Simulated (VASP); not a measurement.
# Pd (Fd-3m) in VASP: notebook

The runs below take Pd through single point, with PBEsol.

All numbers are computed with VASP 6.6.1; they aren't measurements. Logs are shortened: lines on timing, memory, paths and dates and some standing lists are left out, and cuts for length are marked.

### Step 1. The cell of the first run

It takes space group Fd-3m (No. 227, cubic). The conventional cell has a = 5.082 Å, b = 5.082 Å, c = 5.082 Å, α = 90.00°, β = 90.00°, γ = 90.00°. Within 2.9 Å of Pd (site symmetry -43m) lie 4 Pd at 2.20 Å.

### Step 2. Single point, PBEsol

INCAR

```
SYSTEM = Pd
PREC = Accurate
ENCUT = 500
EDIFF = 1E-6
ISMEAR = -1
SIGMA = 0.08
LREAL = .False.
LASPH = .True.
NELM = 120
ALGO = Normal
ISIF = 2
LWAVE = .False.
LCHARG = .False.
GGA = PS
NBANDS = 17
GGA_COMPAT = .False.
```

KPOINTS

```
Automatic mesh
0
Gamma
  13 13 13
  0 0 0
```

POSCAR

```
Pd
1.0
    0.0000000000      2.5408586858      2.5408586858
    2.5408586858      0.0000000000      2.5408586858
    2.5408586858      2.5408586858      0.0000000000
Pd
2
Direct
   -0.1250000000     -0.1250000000     -0.1250000000
    0.1250000000      0.1250000000      0.1250000000
```

Potentials or basis: VASP PAW PBE potentials, release 64 (Pd).

Command:

```bash
cat potpaw_PBE.64/Pd/POTCAR > POTCAR
mpirun -np 1 vasp_std > vasp.out
```

OUTCAR:

```text
SYSTEM = Pd
   PREC = Accurate
   ENCUT = 500
   EDIFF = 1E-6
   ISMEAR = -1
   LREAL = .False.
   LASPH = .True.
   NELM = 120
   ISIF = 2
   GGA = PS

 ion  position               nearest neighbor table
   1  0.875  0.875  0.875-   2 2.20   2 2.20   2 2.20   2 2.20
   2  0.125  0.125  0.125-   1 2.20   1 2.20   1 2.20   1 2.20

  LATTYP: Found a face centered cubic cell.
 ALAT       =     5.0817173716

  Lattice vectors:

 A1 = (   0.0000000000,   2.5408586858,   2.5408586858)
 A2 = (   2.5408586858,   0.0000000000,   2.5408586858)
 A3 = (   2.5408586858,   2.5408586858,   0.0000000000)

Analysis of symmetry for initial positions (statically):
=====================================================================
 Subroutine PRICEL returns:
 Original cell was already a primitive cell.

 Routine SETGRP: Setting up the symmetry group for a
 face centered cubic supercell.

 Subroutine GETGRP returns: Found 48 space group operations
 (whereof 12 operations were pure point group operations)
 out of a pool of 48 trial point group operations.

The static configuration has the point symmetry D_3d.
 The point group associated with its full space group is O_h .

Analysis of symmetry for dynamics (positions and initial velocities):
=====================================================================
 Subroutine PRICEL returns:
 Original cell was already a primitive cell.

 Routine SETGRP: Setting up the symmetry group for a
 face centered cubic supercell.

 Subroutine GETGRP returns: Found 48 space group operations
 (whereof 12 operations were pure point group operations)
 out of a pool of 48 trial point group operations.

The dynamic configuration has the point symmetry D_3d.
 The point group associated with its full space group is O_h .

 Subroutine INISYM returns: Found 48 space group operations
 (whereof 12 operations are pure point group operations),
 and found     1 'primitive' translations

----------------------------------------------------------------------------------------

                                     Primitive cell

  volume of cell :      32.8074

  direct lattice vectors                    reciprocal lattice vectors
     0.000000000  2.540858686  2.540858686    -0.196783868  0.196783868  0.196783868
     2.540858686  0.000000000  2.540858686     0.196783868 -0.196783868  0.196783868
     2.540858686  2.540858686  0.000000000     0.196783868  0.196783868 -0.196783868

  length of vectors
     3.593316814  3.593316814  3.593316814     0.340839657  0.340839657  0.340839657

  position of ions in fractional coordinates (direct lattice)
     0.875000000  0.875000000  0.875000000
     0.125000000  0.125000000  0.125000000

  ion indices of the primitive-cell ions
   primitive index   ion index
                 1           1
                 2           2

----------------------------------------------------------------------------------------

 KPOINTS: Automatic mesh

Automatic generation of k-mesh.
 Grid dimensions read from file:
 generate k-points for:   13   13   13

 Generating k-lattice:

  Cartesian coordinates                     Fractional coordinates (reciprocal lattice)
    -0.015137221  0.015137221  0.015137221     0.076923077  0.000000000  0.000000000
     0.015137221 -0.015137221  0.015137221     0.000000000  0.076923077  0.000000000
     0.015137221  0.015137221 -0.015137221     0.000000000  0.000000000  0.076923077

  Length of vectors
     0.026218435  0.026218435  0.026218435

  Shift w.r.t. Gamma in fractional coordinates (k-lattice)
     0.000000000  0.000000000  0.000000000

 Subroutine IBZKPT returns following result:
 ===========================================

 Found     84 irreducible k-points:

 Following reciprocal coordinates:
            Coordinates               Weight
  0.000000  0.000000  0.000000      1.000000
  0.076923  0.000000  0.000000      8.000000
  0.153846  0.000000  0.000000      8.000000
  0.230769  0.000000  0.000000      8.000000
  0.307692  0.000000  0.000000      8.000000
  0.384615  0.000000  0.000000      8.000000
[... 16 lines left out ...]
  0.384615  0.153846  0.000000     24.000000
  0.461538  0.153846  0.000000     24.000000
 [... further k-points ...]
   k-points           NKPTS =     84   k-points in BZ     NKDIM =     84   number of bands    NBANDS=     17
   number of dos      NEDOS =    301   number of ions     NIONS =      2
   total plane-waves  NPLWV =  21952
   dimension x,y,z NGX =    28 NGY =   28 NGZ =   28
   dimension x,y,z NGXF=    56 NGYF=   56 NGZF=   56
   ions per type =               2
   NGX,Y,Z   is equivalent  to a cutoff of  12.95, 12.95, 12.95 a.u.
   NGXF,Y,Z  is equivalent  to a cutoff of  25.91, 25.91, 25.91 a.u.
 SYSTEM =  Pd
   PREC   = accura    normal or accurate (medium, high low for compatibility)
   ISTART =      0    job   : 0-new  1-cont  2-samecut
   ICHARG =      2    charge: 1-file 2-atom 10-const
   ISPIN  =      1    spin polarized calculation?
   LNONCOLLINEAR =      F non collinear calculations
   LSORBIT =      F    spin-orbit coupling
   LASPH  =      T    aspherical Exc in radial PAW
   ENCUT  =  500.0 eV  36.75 Ry    6.06 a.u.   6.55  6.55  6.55*2*pi/ulx,y,z
   NELM   =    120;   NELMIN=  2; NELMDL= -5     # of ELM steps
   EDIFF  = 0.1E-05   stopping-criterion for ELM
   LREAL  =      F    real-space projection
   EDIFFG = 0.1E-04   stopping-criterion for IOM
   NSW    =      0    number of steps for IOM
   IBRION =     -1    ionic relax: 0-MD 1-quasi-New 2-CG
   NFREE  =      0    steps in history (QN), initial steepest desc. (CG)
   ISIF   =      2    stress and relaxation
   ISYM   =      2    0-nonsym 1-usesym 2-fastsym
   POTIM  = 0.5000    time-step for ionic-motion
   TEBEG  =    0.0;   TEEND  =   0.0 temperature during run
   PSTRESS=    0.0 pullay stress
   NELECT =      20.0000    total number of electrons
   NUPDOWN=      -1.0000    fix difference up-down
   EMIN   =  10.00;   EMAX   =-10.00  energy-range for DOS
   EFERMI =   0.00;   METHOD = LEGACY
   ISMEAR =    -1;   SIGMA  =   0.08  broadening in eV -4-tet -1-fermi 0-gaus
   EFERMI_NEDOS =   21; number of points for ismear=-14 and -15
   IALGO  =     38    algorithm
   IMIX   =      4    mixing-type and parameters
     AMIX     =   0.40;   BMIX     =  1.00
     AMIX_MAG =   1.60;   BMIX_MAG =  1.00
  volume/ion in A,a.u.               =      16.40       110.70
  Fermi-wavevector in a.u.,A,eV,Ry     =   1.388122  2.623170 26.216832  1.926883
  Thomas-Fermi vector in A             =   2.512278
   LORBIT       =      0    0 simple, 1 ext, 2 COOP (PROOUT), +10 PAW based schemes
   GGA     = PS    functional components
   LHFCALC =     F    Hartree Fock is set to
   AEXX    =    0.0000 exact exchange contribution
   IVDW    =     0    specifies the selected vdW correction
   LEPSILON=     F    determine dielectric tensor
   LRPA    =     F    only Hartree local field effects (RPA)
 non-spin polarized calculation
  energy-cutoff  :      500.00
  volume of cell :       32.81
 maximum number of plane-waves:       869
   NGX = 13   NGY = 13   NGZ = 13

 number of electron      20.0000002 magnetization

 Free energy of the ion-electron system (eV)
  ---------------------------------------------------
  ext. energy  EPLUGINS =         0.00000000
  ---------------------------------------------------
  free energy    TOTEN  =        -7.41343363 eV

  energy without entropy =       -7.32279991  energy(sigma->0) =       -7.36811677

 E-fermi :   8.9709     XC(G=0): -12.3974

 val. band max:        8.9681006236   @ k =  -0.3846   0.4615   0.1538
 cond. band min:       8.9787775350   @ k =   0.1538   0.0769   0.0000
 fundamental gap:      0.0106769113
 Fermi energy:         8.9709012039

 k-point     1 :       0.0000    0.0000    0.0000
  band No.  band energies     occupation
      1       1.9141      2.00000
      2       2.9933      2.00000
      3       2.9933      2.00000
      4       3.5430      2.00000
      5       3.5430      2.00000
      6       3.5430      2.00000
[... 9 lines left out ...]
     16      23.5802      0.00000
     17      24.3417      0.00000

 k-point     2 :       0.0769    0.0000    0.0000
  band No.  band energies     occupation
      1       2.0364      2.00000
      2       2.9210      2.00000
      3       2.9210      2.00000
      4       3.5422      2.00000
      5       3.6539      2.00000
      6       3.6539      2.00000
[... 9 lines left out ...]
     16      23.9327      0.00000
     17      24.3624      0.00000

 k-point     3 :       0.1538    0.0000    0.0000
  band No.  band energies     occupation
      1       2.3739      2.00000
      2       2.8189      2.00000
      3       2.8189      2.00000
      4       3.5620      2.00000
      5       3.8461      2.00000
      6       3.8461      2.00000
[... 9 lines left out ...]
     16      24.3410      0.00000
     17      24.3413      0.00000

 k-point     4 :       0.2308    0.0000    0.0000
  band No.  band energies     occupation
      1       2.7813      2.00000
      2       2.7813      2.00000
      3       2.7957      2.00000
      4       3.6904      2.00000
      5       3.9589      2.00000
      6       3.9589      2.00000
[... 9 lines left out ...]
     16      24.2550      0.00000
     17      24.2550      0.00000
[... 343 lines left out ...]
      1       2.3405      2.00000
      2       3.0924      2.00000
      3       3.3236      2.00000
      4       3.6619      2.00000
      5       3.8845      2.00000
      6       4.6076      2.00000
[... 9 lines left out ...]
     16      23.5715      0.00000
     17      25.3072      0.00000

 k-point    23 :       0.3846    0.1538    0.0000
  band No.  band energies     occupation
      1       2.3773      2.00000
      2       3.0589      2.00000
      3       3.3386      2.00000
      4       3.6654      2.00000
      5       4.3229      2.00000
      6       4.5525      2.00000
[... 9 lines left out ...]
     16      24.7565      0.00000
     17      25.4876      0.00000

 k-point    24 :       0.4615    0.1538    0.0000
  band No.  band energies     occupation
      1       2.4401      2.00000
      2       3.0610      2.00000
      3       3.2264      2.00000
      4       3.7661      2.00000
      5       4.3918      2.00000
      6       4.4474      2.00000
[... 9 lines left out ...]
     16      25.3798      0.00000
     17      26.0199      0.00000

 [... further k-points ...]
[... 5 lines left out ...]
  --------------------------------------------------------------------------------------
  -------------------------------------------------------------------------------------
  Total       13.2683859     13.2683859     13.2683859      0.0000000      0.0000000     -0.0000000
  in kB      647.9733528    647.9733528    647.9733528      0.0000000      0.0000000     -0.0000000
  external PRESSURE =     647.9733528 kB  Pullay stress =       0.0000000 kB

 VOLUME and BASIS-vectors are now :
 -----------------------------------------------------------------------------
  energy-cutoff  :      500.00
  volume of cell :       32.81
      direct lattice vectors                 reciprocal lattice vectors
     0.000000000  2.540858686  2.540858686    -0.196783868  0.196783868  0.196783868
     2.540858686  0.000000000  2.540858686     0.196783868 -0.196783868  0.196783868
     2.540858686  2.540858686  0.000000000     0.196783868  0.196783868 -0.196783868

 POSITION                                       TOTAL-FORCE (eV/Angst)
 -----------------------------------------------------------------------------------
      4.44650      4.44650      4.44650         0.000000      0.000000      0.000000
      0.63521      0.63521      0.63521        -0.000000     -0.000000     -0.000000
 -----------------------------------------------------------------------------------
    total drift:                                0.000000     -0.000000     -0.000000

  FREE ENERGIE OF THE ION-ELECTRON SYSTEM (eV)
  ---------------------------------------------------
  free  energy   TOTEN  =        -7.4134336295 eV

  energy  without entropy=       -7.3227999057  energy(sigma->0) =       -7.36811677
```

Run time: 39 s. Hardware: 1 thread of Intel Xeon 6975P-C, shared host; peak memory 0.18 GiB.

What came out:

```
Free energy            : -7.4134 eV
Pressure               : 64.8 GPa
Band gap on the k mesh : zero (band 10 reaches 9.16 eV, above the bottom of band 11 at 8.46 eV)
```

Caveat: the PAW data sets were made with another functional, which shifts forces and pressure a little.

### Step 3. Single point, PBEsol

INCAR

```
PREC     = Accurate       # precision mode
ENCUT    = 500            # plane-wave cutoff, eV
EDIFF    = 1E-6           # SCF threshold, eV
ISMEAR   = -1             # smearing method
SIGMA    = 0.08           # smearing width, eV
LREAL    = False          # projectors in reciprocal space
LASPH    = True           # aspherical terms in the spheres
NELM     = 120            # most SCF steps
ALGO     = Normal         # electronic algorithm
ISIF     = 2              # what is computed and relaxed
LWAVE    = False          # write WAVECAR
LCHARG   = False          # write CHGCAR
GGA      = PS             # functional
NBANDS   = 17             # bands
GGA_COMPAT= False
```

KPOINTS

```
regular mesh
0
Gamma
  13 13 13
```

POSCAR

```
Pd
1.0
    0.0000000000      2.5410789341      2.5410789341
    2.5410789341      0.0000000000      2.5410789341
    2.5410789341      2.5410789341      0.0000000000
Pd
2
Direct
   -0.1250000000     -0.1250000000     -0.1250000000
    0.1250000000      0.1250000000      0.1250000000
```

Potentials or basis: VASP PAW PBE potentials, release 64 (Pd).

Command:

```bash
cat potpaw_PBE.64/Pd/POTCAR > POTCAR
mpirun -np 1 vasp_std > vasp.out
```

Run time: 32 s. Hardware: 1 thread of Intel Xeon 6975P-C, shared host; peak memory 0.18 GiB.

It converged, with:

| Quantity | Value |
| --- | --- |
| Free energy | -7.4169 eV |
| Pressure | 64.7 GPa |
| Band gap on the k mesh | zero (band 10 reaches 9.16 eV, above the bottom of band 11 at 8.46 eV) |

Levels at points of the mesh, in eV from the Fermi level:
```tsv
k point	band 6	band 7	band 8	band 9	band 10	band 11	band 12	band 13	band 14	band 15
(0.00, 0.00, 0.00)	-5.43	-2.38	-2.38	-2.38	-0.13	-0.13	13.63	13.96	13.96	13.96
```

Caveat: the PAW data sets were made with another functional, which shifts forces and pressure a little.
